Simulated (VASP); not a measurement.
Runs of VASP 6.6.1 on Ge. The structure is orthorhombic, space group Cmmm (No. 65). The conventional cell has a = 2.794 Å, b = 5.201 Å, c = 2.698 Å, α = 90.00°, β = 90.00°, γ = 90.00°. Within 3.6 Å of Ge (site symmetry mmm) lie 8 Ge at 2.70 to 2.95 Å. 

| task | level | spin | cell | k mesh | cutoff (eV) | grid for exact exchange (PRECFOCK) | share of exact exchange | second try | gap on the mesh (eV) | pressure (GPa) |
| --- | --- | --- | --- | --- | --- | --- | --- | --- | --- | --- |
| single point | PBE0 | off | as given | 6 × 6 × 5 | 520 | Normal | 0.25 | - | none | -0.8 |
| relaxation of cell and atoms | BLYP+D4 | off | relaxed | 11 × 11 × 10 | 620 | - | - | not_converged | none | 0.0 |
| single point | PBEsol-based global hybrid with 25 % exact exchange | off | as given | 6 × 6 × 5 | 520 | Normal | 0.25 | - | none | (a) |
| single point | PBE0 | non-collinear, zero start, SOC | as given | 6 × 6 × 5 | 520 | Normal | 0.25 | - | - | -0.6 |

Alike in all rows: potentials or basis VASP PAW PBE potentials, release 64 (Ge_d); smearing fermi-dirac 0.05 eV.

Estimate the missing entries.

(a) -3.0.

Caveats: some runs use coarse meshes; the PAW data sets were made with another functional, which shifts forces and pressure a little.

A k mesh can miss the band edges, and rows without SOC leave out spin-orbit coupling on Ge.

A gap of «none» marks levels without a gap at the run's occupations.
